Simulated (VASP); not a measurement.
Input of a VASP 6.6.1 run:

Contents of INCAR:

```
SYSTEM = TiB
PREC = Accurate
ENCUT = 520
EDIFF = 1E-6
ISMEAR = 0
SIGMA = 0.1
LREAL = .False.
LASPH = .True.
NELM = 80
ALGO = Normal
ISIF = 2
LWAVE = .False.
LCHARG = .True.
GGA = PS
LELF = .True.
LVHAR = .True.
NBANDS = 14
```

File KPOINTS:

```
regular mesh
0
Gamma
  8 8 8
  0 0 0
```

Contents of POSCAR:

```
TiB
1.0
    0.0000000000      2.4533420017      2.4533420017
    2.4533420017      0.0000000000      2.4533420017
    2.4533420017      2.4533420017      0.0000000000
Ti B
1 1
Direct
    0.7500000000      0.7500000000      0.7500000000
    0.0000000000      0.0000000000      0.0000000000
```

Potentials or basis: VASP PAW PBE potentials, release 64 (Ti_sv, B).

Run with:

```console
$ cat potpaw_PBE.64/Ti_sv/POTCAR potpaw_PBE.64/B/POTCAR > POTCAR
$ mpirun -np 1 vasp_std > vasp.out
```

What does it give for the pressure?

0.1 GPa.

Caveat: the PAW data sets were made with another functional, which shifts forces and pressure a little.
